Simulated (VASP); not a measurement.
Write the native input for VASP 6.6.1 that does the following.

* Task: single point
* Functional: r2SCAN50
* Potentials or basis: VASP PAW PBE potentials, release 64 (La)
* Cutoff: 520 eV
* k mesh: 6 × 6 × 6
* Occupations: gaussian, width 0.025 eV
* Spin: no spin polarisation
* Dipole correction: no
* Grid for exact exchange (PRECFOCK): Normal
* Further INCAR settings: ALGO = Normal; EDIFF = 1e-06; NBANDS = 12
* Share of exact exchange: 0.5

The system is La.

```
La
1.0
    -2.08048    2.08048    2.08048
     2.08048   -2.08048    2.08048
     2.08048    2.08048   -2.08048
La
1
Direct
  0.00000 0.00000 0.00000
```

This isn't the form of La at room conditions, which is double hcp.

The input as run:

POSCAR

```
La
1.0
   -2.0804754144      2.0804754144      2.0804754144
    2.0804754144     -2.0804754144      2.0804754144
    2.0804754144      2.0804754144     -2.0804754144
La
1
Direct
    0.0000000000      0.0000000000      0.0000000000
```

INCAR.step1

```
SYSTEM = La
  ALGO = Normal
  EDIFF = 1E-5
  ENCUT = 520
  GGA = PE
  ISIF = 2
  ISMEAR = 0
  LASPH = .True.
  LREAL = .False.
  LWAVE = .True.
  NBANDS = 12
  NELM = 100
  PREC = Accurate
  SIGMA = 0.025
```

INCAR.step2

```
SYSTEM = La
  AEXX = 0.5
  ALGO = Normal
  EDIFF = 1E-6
  ENCUT = 520
  ISIF = 2
  ISMEAR = 0
  ISTART = 1
  LASPH = .True.
  LCHARG = .True.
  LELF = .True.
  LHFCALC = .True.
  LMIXTAU = .True.
  LREAL = .False.
  LVHAR = .True.
  LWAVE = .False.
  METAGGA = R2SCAN
  NBANDS = 12
  NELM = 100
  PREC = Accurate
  PRECFOCK = Normal
  SIGMA = 0.025
```

KPOINTS

```
k-points
0
Gamma
  6 6 6
  0 0 0
```

Potentials or basis: VASP PAW PBE potentials, release 64 (La).

Command:

```sh
$ cat potpaw_PBE.64/La/POTCAR > POTCAR
$ cp INCAR.step1 INCAR
$ mpirun -np 1 vasp_std > vasp.out
$ cp INCAR.step2 INCAR
$ mpirun -np 1 vasp_std > vasp.out
```

Results of the run:

- Pressure: 4.2 GPa
- Band gap on the k mesh: zero (an odd number of electrons rules out a gap without spin polarisation)

Caveat: the cell stands under pressure; the PAW data sets were made with another functional, which shifts forces and pressure a little; spin-orbit coupling is left out, which moves the levels of the heavy elements.

Wall time 45 min on 1 thread of Intel(R) Xeon(R) Platinum 8488C (Sapphire Rapids), with other jobs on the host, peak memory 0.19 GiB.
